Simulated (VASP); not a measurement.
A run of VASP 6.6.1:

File INCAR:

```
SYSTEM = Si
PREC = Accurate
ENCUT = 520
EDIFF = 1E-6
ISMEAR = -1
SIGMA = 0.1
LREAL = .False.
LASPH = .True.
NELM = 100
ALGO = Normal
ISIF = 2
LWAVE = .False.
LCHARG = .True.
GGA = CA
LELF = .True.
LVHAR = .True.
NBANDS = 16
```

File KPOINTS:

```
Automatic mesh
0
Gamma
  15 15 4
  0 0 0
```

Contents of POSCAR:

```
Si
1.0
    2.7534034871      0.0000000000      0.0000000000
   -1.3767017435      2.3845173667      0.0000000000
    0.0000000000      0.0000000000      9.1355904815
Si
4
Direct
    0.0000000000      0.0000000000      1.0000000000
    1.0000000000      0.0000000000      0.5000000000
    0.3333333333      0.6666666667      0.2500000000
    0.6666666667      0.3333333333      0.7500000000
```

Potentials or basis: VASP PAW LDA potentials, release 64 (Si).

The run is started by

```sh
$ cat potpaw_LDA.64/Si/POTCAR > POTCAR
$ mpirun -np 1 vasp_std > vasp.out
```

Hardware: 1 thread of Intel(R) Xeon(R) Platinum 8559C (Emerald Rapids) (shared host).

How long does it take, and how much memory?

It took 26 s on 1 thread of Intel(R) Xeon(R) Platinum 8559C (Emerald Rapids) (shared host), peak memory 0.17 GiB. Counts: scf iterations 11, k points 81.
